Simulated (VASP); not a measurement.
**AlGa3N2: single point with PBE**

The system is AlGa3N2.

```xyz
6
Lattice="5.6265 0.0000 0.0000 0.0000 5.6265 0.0000 0.0000 0.0000 3.5776" Properties=species:S:1:pos:R:3 pbc="T T T"
Al    2.8133    2.8133    0.0000
Ga    0.0000    0.0000    1.7888
Ga    0.0000    2.8133    0.0000
Ga    2.8133    0.0000    0.0000
N     2.8133    2.8133    1.7888
N     0.0000    0.0000    0.0000
```

The cell was built from a structure type or drawn by symmetry, and may not be a known phase.

| Property | Result |
| --- | --- |
| Program | VASP 6.6.1 |
| Task | single point |
| Functional | PBE |
| Potentials or basis | VASP PAW PBE potentials, release 64 (Al, Ga_d, N) |
| Cutoff | 520 eV |
| k mesh | 4 × 4 × 4 |
| Occupations | gaussian, width 0.1 eV |
| Spin | collinear spin, ferromagnetic start |
| Starting moments | [0.0, 0.0, 0.0, 0.0, 1.0, 1.0] μB |
| Dipole correction | no |
| Further INCAR settings | ALGO = Normal; EDIFF = 1e-06; NBANDS = 39 |

```
Pressure                                              : 0.0 GPa
Band gap on the k mesh                                : zero (filled and empty bands overlap)
Net moment                                            : 0.00 μB per cell
Valence electrons inside the program's atomic spheres : Al 0.80; Ga 11.79, 11.43 (each value once); N 3.65, 3.66
```

Stress tensor (GPa, compression positive):
```
 0.19  0.00  0.00
 0.00  0.19  0.00
 0.00  0.00 -0.52
```

Levels at points of the mesh, in eV from the Fermi level:
Spin up:
| k point | band 22 | band 23 | band 24 | band 25 | band 26 | band 27 | band 28 | band 29 | band 30 | band 31 |
| --- | --- | --- | --- | --- | --- | --- | --- | --- | --- | --- |
| (0.00, 0.00, 0.00) | -4.90 | -4.15 | -3.07 | -3.07 | -0.32 | 2.17 | 2.17 | 2.63 | 3.52 | 3.52 |
| (0.50, 0.00, 0.00) | -4.15 | -3.70 | -2.05 | -1.39 | -0.78 | -0.73 | 1.98 | 2.64 | 2.73 | 4.16 |
| (0.50, 0.50, 0.00) | -2.64 | -2.64 | -2.50 | -1.67 | -0.86 | -0.86 | 2.16 | 2.55 | 2.85 | 4.57 |
| (0.00, 0.00, 0.50) | -3.19 | -3.19 | -2.14 | -2.14 | -0.43 | -0.22 | -0.22 | 0.07 | 1.53 | 1.53 |
| (0.50, 0.00, 0.50) | -2.99 | -2.59 | -2.06 | -1.53 | -0.93 | -0.66 | 0.97 | 1.26 | 1.45 | 2.62 |
| (0.50, 0.50, 0.50) | -3.03 | -3.03 | -1.14 | -1.14 | -0.01 | -0.01 | 0.37 | 1.52 | 3.17 | 3.54 |
Spin down:
```
           k point  band 22  band 23  band 24  band 25  band 26  band 27  band 28  band 29  band 30  band 31
(0.00, 0.00, 0.00)    -4.90    -4.15    -3.07    -3.07    -0.32     2.17     2.17     2.63     3.52     3.52
(0.50, 0.00, 0.00)    -4.15    -3.70    -2.05    -1.39    -0.78    -0.73     1.98     2.64     2.73     4.16
(0.50, 0.50, 0.00)    -2.64    -2.64    -2.50    -1.67    -0.86    -0.86     2.16     2.55     2.85     4.57
(0.00, 0.00, 0.50)    -3.19    -3.19    -2.14    -2.14    -0.43    -0.22    -0.22     0.07     1.53     1.53
(0.50, 0.00, 0.50)    -2.99    -2.59    -2.06    -1.53    -0.93    -0.66     0.97     1.26     1.45     2.62
(0.50, 0.50, 0.50)    -3.03    -3.03    -1.14    -1.14    -0.01    -0.01     0.37     1.52     3.17     3.54
```

It took 3.6 min on 1 thread of Intel Xeon 8259CL, with other jobs on the host, peak memory 0.31 GiB.

Caveat: the k points lie up to 0.44 Å⁻¹ apart, too coarse for converged energies and pressures of a metal.
